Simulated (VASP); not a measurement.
# Tc3Pt (Pm-3m) in VASP: single point with LDA

Aim: the single point of Tc3Pt with LDA.

Program: VASP 6.6.1. These are calculated values, not measurements. Logs are shortened: lines on timing, memory, paths and dates and some standing lists are left out, and cuts for length are marked.

### Step 1. The cell of the first run

It takes space group Pm-3m (No. 221, cubic). Conventional cell: a = 3.817 Å, b = 3.817 Å, c = 3.817 Å, α = 90.00°, β = 90.00°, γ = 90.00°. Within 3.6 Å of Tc (site symmetry 4/mmm) lie 8 Tc at 2.70 Å and 4 Pt at 2.70 Å. Pt (site symmetry m-3m) has 12 Tc at 2.70 Å within 3.6 Å.

### Step 2. Single point, LDA

Input file INCAR:

```
SYSTEM = Tc3Pt
  PREC = Accurate
  ENCUT = 520
  EDIFF = 1E-6
  ISMEAR = -1
  SIGMA = 0.05
  LREAL = .FALSE.
  LASPH = .TRUE.
  NELM = 100
  ALGO = Normal
  ISIF = 2
  LWAVE = .FALSE.
  LCHARG = .FALSE.
  NBANDS = 32
```

Input file KPOINTS:

```
Automatic mesh
0
G
  6 6 6
  0 0 0
```

Input file POSCAR:

```
Tc3Pt
1.0
    3.8169479176      0.0000000000      0.0000000000
    0.0000000000      3.8169479176      0.0000000000
    0.0000000000      0.0000000000      3.8169479176
Tc Pt
3 1
Direct
    0.0000000000      0.0000000000      0.0000000000
    0.0000000000      0.5000000000      0.5000000000
    0.5000000000      0.0000000000      0.5000000000
    0.5000000000      0.5000000000      0.0000000000
```

Potentials or basis: VASP PAW LDA potentials, release 64 (Tc_pv, Pt).

Started as:

```bash
$ cat potpaw_LDA.64/Tc_pv/POTCAR potpaw_LDA.64/Pt/POTCAR > POTCAR
$ mpirun -np 1 vasp_std > vasp.out
```

OUTCAR:

```text
SYSTEM = Tc3Pt
   PREC = Accurate
   ENCUT = 520
   EDIFF = 1E-6
   ISMEAR = -1
   LREAL = .FALSE.
   LASPH = .TRUE.
   NELM = 100
   ISIF = 2

 ion  position               nearest neighbor table
   1  0.000  0.000  0.000-   2 2.70   3 2.70   4 2.70   2 2.70   3 2.70   2 2.70   4 2.70   2 2.70
                             3 2.70   4 2.70   3 2.70   4 2.70
   2  0.000  0.500  0.500-   1 2.70   3 2.70   4 2.70   1 2.70   4 2.70   1 2.70   3 2.70   1 2.70
                             3 2.70   4 2.70   4 2.70   3 2.70
   3  0.500  0.000  0.500-   1 2.70   2 2.70   4 2.70   1 2.70   4 2.70   2 2.70   4 2.70   4 2.70
                             1 2.70   2 2.70   1 2.70   2 2.70
   4  0.500  0.500  0.000-   1 2.70   2 2.70   3 2.70   2 2.70   3 2.70   1 2.70   3 2.70   3 2.70
                             1 2.70   2 2.70   2 2.70   1 2.70

  LATTYP: Found a simple cubic cell.
 ALAT       =     3.8169479176

  Lattice vectors:

 A1 = (   3.8169479176,   0.0000000000,   0.0000000000)
 A2 = (   0.0000000000,   3.8169479176,   0.0000000000)
 A3 = (   0.0000000000,   0.0000000000,   3.8169479176)

Analysis of symmetry for initial positions (statically):
=====================================================================
 Subroutine PRICEL returns:
 Original cell was already a primitive cell.

 Routine SETGRP: Setting up the symmetry group for a
 simple cubic supercell.

 Subroutine GETGRP returns: Found 48 space group operations
 (whereof 16 operations were pure point group operations)
 out of a pool of 48 trial point group operations.

The static configuration has the point symmetry D_4h.
 The point group associated with its full space group is O_h .

Analysis of symmetry for dynamics (positions and initial velocities):
=====================================================================
 Subroutine PRICEL returns:
 Original cell was already a primitive cell.

 Routine SETGRP: Setting up the symmetry group for a
 simple cubic supercell.

 Subroutine GETGRP returns: Found 48 space group operations
 (whereof 16 operations were pure point group operations)
 out of a pool of 48 trial point group operations.

The dynamic configuration has the point symmetry D_4h.
 The point group associated with its full space group is O_h .

 Subroutine INISYM returns: Found 48 space group operations
 (whereof 16 operations are pure point group operations),
 and found     1 'primitive' translations

----------------------------------------------------------------------------------------

                                     Primitive cell

  volume of cell :      55.6095

  direct lattice vectors                    reciprocal lattice vectors
     3.816947918  0.000000000  0.000000000     0.261989428  0.000000000  0.000000000
     0.000000000  3.816947918  0.000000000     0.000000000  0.261989428  0.000000000
     0.000000000  0.000000000  3.816947918     0.000000000  0.000000000  0.261989428

  length of vectors
     3.816947918  3.816947918  3.816947918     0.261989428  0.261989428  0.261989428

  position of ions in fractional coordinates (direct lattice)
     0.000000000  0.000000000  0.000000000
     0.000000000  0.500000000  0.500000000
     0.500000000  0.000000000  0.500000000
     0.500000000  0.500000000  0.000000000

  ion indices of the primitive-cell ions
   primitive index   ion index
                 1           1
                 2           2
                 3           3
                 4           4

----------------------------------------------------------------------------------------

 KPOINTS: Automatic mesh

Automatic generation of k-mesh.
 Grid dimensions read from file:
 generate k-points for:    6    6    6

 Generating k-lattice:

  Cartesian coordinates                     Fractional coordinates (reciprocal lattice)
     0.043664905  0.000000000  0.000000000     0.166666667  0.000000000  0.000000000
     0.000000000  0.043664905  0.000000000     0.000000000  0.166666667  0.000000000
     0.000000000  0.000000000  0.043664905     0.000000000  0.000000000  0.166666667

  Length of vectors
     0.043664905  0.043664905  0.043664905

  Shift w.r.t. Gamma in fractional coordinates (k-lattice)
     0.000000000  0.000000000  0.000000000

 Subroutine IBZKPT returns following result:
 ===========================================

 Found     20 irreducible k-points:

 Following reciprocal coordinates:
            Coordinates               Weight
  0.000000  0.000000  0.000000      1.000000
  0.166667  0.000000  0.000000      6.000000
  0.333333  0.000000  0.000000      6.000000
  0.500000  0.000000  0.000000      3.000000
  0.166667  0.166667  0.000000     12.000000
  0.333333  0.166667  0.000000     24.000000
[... 12 lines left out ...]
  0.500000  0.500000  0.333333      6.000000
  0.500000  0.500000  0.500000      1.000000
   k-points           NKPTS =     20   k-points in BZ     NKDIM =     20   number of bands    NBANDS=     32
   number of dos      NEDOS =    301   number of ions     NIONS =      4
   total plane-waves  NPLWV =  21952
   dimension x,y,z NGX =    28 NGY =   28 NGZ =   28
   dimension x,y,z NGXF=    56 NGYF=   56 NGZF=   56
   ions per type =               3   1
   NGX,Y,Z   is equivalent  to a cutoff of  12.20, 12.20, 12.20 a.u.
   NGXF,Y,Z  is equivalent  to a cutoff of  24.39, 24.39, 24.39 a.u.
 SYSTEM =  Tc3Pt
   PREC   = accura    normal or accurate (medium, high low for compatibility)
   ISTART =      0    job   : 0-new  1-cont  2-samecut
   ICHARG =      2    charge: 1-file 2-atom 10-const
   ISPIN  =      1    spin polarized calculation?
   LNONCOLLINEAR =      F non collinear calculations
   LSORBIT =      F    spin-orbit coupling
   LASPH  =      T    aspherical Exc in radial PAW
   ENCUT  =  520.0 eV  38.22 Ry    6.18 a.u.   7.10  7.10  7.10*2*pi/ulx,y,z
   NELM   =    100;   NELMIN=  2; NELMDL= -5     # of ELM steps
   EDIFF  = 0.1E-05   stopping-criterion for ELM
   LREAL  =      F    real-space projection
   EDIFFG = 0.1E-04   stopping-criterion for IOM
   NSW    =      0    number of steps for IOM
   IBRION =     -1    ionic relax: 0-MD 1-quasi-New 2-CG
   NFREE  =      0    steps in history (QN), initial steepest desc. (CG)
   ISIF   =      2    stress and relaxation
   ISYM   =      2    0-nonsym 1-usesym 2-fastsym
   POTIM  = 0.5000    time-step for ionic-motion
   TEBEG  =    0.0;   TEEND  =   0.0 temperature during run
   PSTRESS=    0.0 pullay stress
   NELECT =      49.0000    total number of electrons
   NUPDOWN=      -1.0000    fix difference up-down
   EMIN   =  10.00;   EMAX   =-10.00  energy-range for DOS
   EFERMI =   0.00;   METHOD = LEGACY
   ISMEAR =    -1;   SIGMA  =   0.05  broadening in eV -4-tet -1-fermi 0-gaus
   EFERMI_NEDOS =   21; number of points for ismear=-14 and -15
   IALGO  =     38    algorithm
   IMIX   =      4    mixing-type and parameters
     AMIX     =   0.40;   BMIX     =  1.00
     AMIX_MAG =   1.60;   BMIX_MAG =  1.00
  volume/ion in A,a.u.               =      13.90        93.82
  Fermi-wavevector in a.u.,A,eV,Ry     =   1.569485  2.965897 33.515021  2.463285
  Thomas-Fermi vector in A             =   2.671361
   LORBIT       =      0    0 simple, 1 ext, 2 COOP (PROOUT), +10 PAW based schemes
   GGA     = CA    functional components
   LHFCALC =     F    Hartree Fock is set to
   AEXX    =    0.0000 exact exchange contribution
   IVDW    =     0    specifies the selected vdW correction
   LEPSILON=     F    determine dielectric tensor
   LRPA    =     F    only Hartree local field effects (RPA)
 non-spin polarized calculation
  energy-cutoff  :      520.00
  volume of cell :       55.61
 maximum number of plane-waves:      1518
   NGX = 15   NGY = 15   NGZ = 15

 number of electron      48.9999993 magnetization

 Free energy of the ion-electron system (eV)
  ---------------------------------------------------
  ext. energy  EPLUGINS =         0.00000000
  ---------------------------------------------------
  free energy    TOTEN  =       -43.26364204 eV

  energy without entropy =      -43.23686166  energy(sigma->0) =      -43.25025185

 E-fermi :  13.3168     XC(G=0): -14.1958

 val. band max:       13.2798218778   @ k =   0.1667   0.1667   0.0000
 cond. band min:      13.4018237742   @ k =   0.3333   0.1667   0.0000
 fundamental gap:      0.1220018964
 Fermi energy:        13.3168400802

 k-point     1 :       0.0000    0.0000    0.0000
  band No.  band energies     occupation
      1     -26.1295      2.00000
      2     -26.1295      2.00000
      3     -26.1295      2.00000
      4     -25.5452      2.00000
      5     -25.5452      2.00000
      6     -25.5452      2.00000
[... 24 lines left out ...]
     31      16.7461      0.00000
     32      16.7461      0.00000

 k-point     2 :       0.1667    0.0000    0.0000
  band No.  band energies     occupation
      1     -26.0954      2.00000
      2     -26.0954      2.00000
      3     -26.0755      2.00000
      4     -25.5584      2.00000
      5     -25.5584      2.00000
      6     -25.5511      2.00000
[... 24 lines left out ...]
     31      16.7477      0.00000
     32      18.8896      0.00000

 k-point     3 :       0.3333    0.0000    0.0000
  band No.  band energies     occupation
      1     -26.0134      2.00000
      2     -26.0134      2.00000
      3     -25.9237      2.00000
      4     -25.5985      2.00000
      5     -25.5985      2.00000
      6     -25.5631      2.00000
[... 24 lines left out ...]
     31      16.7509      0.00000
     32      21.3998      0.00000

 k-point     4 :       0.5000    0.0000    0.0000
  band No.  band energies     occupation
      1     -25.9596      2.00000
      2     -25.9596      2.00000
      3     -25.7453      2.00000
      4     -25.6403      2.00000
      5     -25.6321      2.00000
      6     -25.6321      2.00000
[... 514 lines left out ...]
     31      15.9516      0.00000
     32      18.0047      0.00000

 k-point    19 :       0.5000    0.5000    0.3333
  band No.  band energies     occupation
      1     -26.3754      2.00000
      2     -26.0570      2.00000
      3     -25.9982      2.00000
      4     -25.9982      2.00000
      5     -25.2845      2.00000
      6     -25.2804      2.00000
[... 24 lines left out ...]
     31      16.3020      0.00000
     32      16.9441      0.00000

 k-point    20 :       0.5000    0.5000    0.5000
  band No.  band energies     occupation
      1     -26.4452      2.00000
      2     -26.0526      2.00000
      3     -26.0526      2.00000
      4     -26.0526      2.00000
      5     -25.2236      2.00000
      6     -25.2236      2.00000
[... 24 lines left out ...]
     31      16.1368      0.00000
     32      16.1368      0.00000

------------------------ aborting loop because EDIFF is reached ----------------------------------------

  FORCE on cell =-STRESS in cart. coord.  units (eV):
  Direction    XX          YY          ZZ          XY          YZ          ZX
  --------------------------------------------------------------------------------------
  -------------------------------------------------------------------------------------
  Total        0.0736727      0.0736727      0.0736727      0.0000000     -0.0000000      0.0000000
  in kB        2.1226005      2.1226005      2.1226005      0.0000000     -0.0000000      0.0000000
  external PRESSURE =       2.1226005 kB  Pullay stress =       0.0000000 kB

 VOLUME and BASIS-vectors are now :
 -----------------------------------------------------------------------------
  energy-cutoff  :      520.00
  volume of cell :       55.61
      direct lattice vectors                 reciprocal lattice vectors
     3.816947918  0.000000000  0.000000000     0.261989428  0.000000000  0.000000000
     0.000000000  3.816947918  0.000000000     0.000000000  0.261989428  0.000000000
     0.000000000  0.000000000  3.816947918     0.000000000  0.000000000  0.261989428

 POSITION                                       TOTAL-FORCE (eV/Angst)
 -----------------------------------------------------------------------------------
      0.00000      0.00000      0.00000         0.000000      0.000000      0.000000
      0.00000      1.90847      1.90847         0.000000      0.000000      0.000000
      1.90847      0.00000      1.90847         0.000000      0.000000      0.000000
      1.90847      1.90847      0.00000         0.000000      0.000000      0.000000
 -----------------------------------------------------------------------------------
    total drift:                                0.000000      0.000000      0.000000

  FREE ENERGIE OF THE ION-ELECTRON SYSTEM (eV)
  ---------------------------------------------------
  free  energy   TOTEN  =       -43.2636420449 eV

  energy  without entropy=      -43.2368616647  energy(sigma->0) =      -43.25025185
```

Run time: 11 s. Hardware: 1 thread of Intel Xeon 6975P-C (Granite Rapids), shared host; peak memory 0.15 GiB.

What came out:

| Property | Result |
| --- | --- |
| Free energy | -43.2636 eV |
| Pressure | 0.2 GPa |

Levels at points of the mesh, in eV from the Fermi level:
```csv
k point,band 23,band 24,band 25,band 26,band 27,band 28
"(0.00, 0.00, 0.00)",1.99,2.03,2.03,2.03,2.77,3.15
"(0.50, 0.00, 0.00)",-0.98,-0.40,-0.11,-0.11,0.12,0.28
"(0.50, 0.50, 0.00)",-0.73,-0.73,-0.69,-0.60,-0.60,0.42
"(0.50, 0.50, 0.50)",0.40,0.40,1.22,1.69,1.69,1.69
```

Caveat: spin-orbit coupling is left out, which moves the levels of the heavy elements.
